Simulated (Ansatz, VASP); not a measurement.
## Ge: VASP beside Ansatz

INCAR

```
SYSTEM = Ge
  PREC = Accurate
  ENCUT = 520
  EDIFF = 1E-7
  ISMEAR = 0
  SIGMA = 0.15
  LREAL = .FALSE.
  LASPH = .TRUE.
  NELM = 60
  ALGO = Normal
  ISIF = 2
  LWAVE = .FALSE.
  LCHARG = .TRUE.
  GGA = PE
  LVHAR = .TRUE.
  NBANDS = 66
  KPAR = 4
```

File KPOINTS:

```
regular mesh
0
G
  10 6 6
  0 0 0
```

File POSCAR:

```
Ge
1.0
   -4.0584862901      0.0000000000      0.0000000000
    0.0000000000      0.0000000000     -6.6930647500
    0.0000000000     -7.0295044562      0.0000000000
Ge
8
Direct
    0.0776151445      0.9372088633      0.3557388956
    0.5776151445      0.9372088633      0.8557388956
    0.4223848555      0.4372088633      0.1442611044
   -0.0776151445      0.4372088633      0.6442611044
   -0.0776151445      0.5627911367      0.3109277710
    0.4223848555      0.5627911367      0.8109277710
    0.5776151445      0.0627911367      0.1890722290
    0.0776151445      0.0627911367      0.6890722290
```

Input for Ansatz:

```yaml
crystal:
  lattice:
    - [-4.0584862908, 0.0, 0.0]
    - [0.0, 0.0, -6.6930647484]
    - [0.0, -7.0295044574, 0.0]
  atoms:
    - { symbol: Ge, position: [0.0776151445, 0.9372088633, 0.3557388956] }
    - { symbol: Ge, position: [0.5776151445, 0.9372088633, 0.8557388956] }
    - { symbol: Ge, position: [0.4223848555, 0.4372088633, 0.1442611044] }
    - { symbol: Ge, position: [-0.0776151445, 0.4372088633, 0.6442611044] }
    - { symbol: Ge, position: [-0.0776151445, 0.5627911367, 0.310927771] }
    - { symbol: Ge, position: [0.4223848555, 0.5627911367, 0.810927771] }
    - { symbol: Ge, position: [0.5776151445, 0.0627911367, 0.189072229] }
    - { symbol: Ge, position: [0.0776151445, 0.0627911367, 0.689072229] }
basis:
  ecutwfc: 420
kpoints:
  mp_grid: { grid: [10, 6, 6] }
hamiltonian:
  xc: pbe
  pseudopotentials: { kind: paw, azcp: { folder: soft_1 } }
scf:
  occupations: { method: gaussian, width: 0.15 }
output:
  forces: true
  stress: true
  eigenvalues: true
  write_density: true
  write_potential: true
  elf: true
  volumetric_format: npy
```

Change from the starting cell: mode 4 frozen in at -0.315 Å and mode 5 at -0.158 Å (largest displacements).

Alike in both runs: task single point; functional PBE; k mesh 10 × 6 × 6; occupations gaussian, width 0.15 eV; no spin polarisation.

|  | VASP | Ansatz |
| --- | --- | --- |
| version | VASP 6.6.1 | Ansatz 0.2.0 |
| potentials or method | VASP PAW PBE potentials, release 64 (Ge_d), cutoff 520 eV | scalar-relativistic, plane waves, PAW |
| valence electrons in the cell | 112 | 112 |

VASP gave:

| Quantity | Value |
| --- | --- |
| gap on the k mesh at the Fermi level (eV) | none |
| pressure (GPa) | -0.7 |
| traceless stress, the component that is largest in VASP (GPa) | -1.50 |
| rms of the force components (eV/Å) | 0.287 |

What did Ansatz give for the same quantities?

gap on the k mesh at the Fermi level (eV): none; pressure (GPa): -0.7; traceless stress, the component that is largest in VASP (GPa): -1.51; rms of the force components (eV/Å): 0.285.

Atom by atom the forces differ by 0.001 eV/Å (rms over components). A gap of «none» marks a metal or a gap that the smearing closes.
